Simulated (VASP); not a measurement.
The system is WSe2, a slab with vacuum.

```
W Se
1.0
     3.27028    0.00000    0.00000
    -1.63514    2.83215    0.00000
     0.00000    0.00000   18.00000
W Se
1 2
Direct
  0.33333 0.66667 0.50000
  0.66667 0.33333 0.59293
  0.66667 0.33333 0.40707
```

Base run:

```yaml
Program: VASP 6.6.1
Functional: PBEsol
Potentials_or_basis: VASP PAW PBE potentials, release 64 (W_sv, Se)
Cutoff: 520 eV
k_mesh: 9 × 9 × 1
Occupations: fermi-dirac, width 0.05 eV
Spin: no spin polarisation
```

Its results: band gap on the k mesh 1.69 eV, direct; largest force 0.061 eV/Å.

The run is repeated on the same cell with these changes: functional from PBEsol to r2SCAN. What comes out?

Band gap on the k mesh 1.81 eV, direct; largest force 0.124 eV/Å.

r2SCAN gives the wider gap, since meta-GGAs in the generalised Kohn-Sham scheme recover part of the derivative discontinuity.

Caveats: the PAW data sets were made with another functional, which shifts forces and pressure a little; spin-orbit coupling is left out, which moves the levels of the heavy elements.

A k mesh can miss the band edges.
